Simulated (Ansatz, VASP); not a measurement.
Two plane-wave programs on TaSi2

```
Ta Si
1.0
     4.73150    0.00000    0.00000
    -2.36575    4.09760    0.00000
     0.00000    0.00000    6.52474
Ta Si
3 6
Cartesian
  -1.1829 2.0488 2.1749
  1.1829 2.0488 4.3498
  2.3657 0.0000 0.0000
  2.3657 2.7879 0.0000
  -1.2316 3.4428 4.3498
  1.2316 3.4428 2.1749
  0.0000 1.3097 0.0000
  3.5973 0.6548 4.3498
  1.1342 0.6548 2.1749
```

Alike in both runs: functional LDA; k mesh 12 × 12 × 8; occupations fermi-dirac, width 0.15 eV; no spin polarisation.

Ansatz relaxed the structure, and its values are those at the end. VASP's run is a single point on that final structure, the one shown.

|  | VASP | Ansatz |
| --- | --- | --- |
| version | VASP 6.6.1 | Ansatz 0.2.0 |
| potentials or method | VASP PAW LDA potentials, release 64 (Ta_pv, Si), cutoff 520 eV | scalar-relativistic, plane waves, PAW |
| valence electrons in the cell | 57 | 63 |

```tsv
	VASP	Ansatz	Ansatz less VASP
gap on the k mesh at the Fermi level (eV)	none	none	-
pressure (GPa)	0.6	0.0	-0.57
rms of the force components (eV/Å)	0.003	0.000	-0.0031
```

Ansatz warns that its potentials were made for another functional, while VASP's fit it. LDA's correlation is that of Perdew and Zunger in VASP and of Perdew and Wang (1992) in Ansatz. A gap of «none» marks a metal or a gap that the smearing closes. VASP's potentials hold 57 valence electrons a cell and Ansatz's 63, so a difference there can come from the potentials and not from the codes.

Spin-orbit coupling is off throughout.
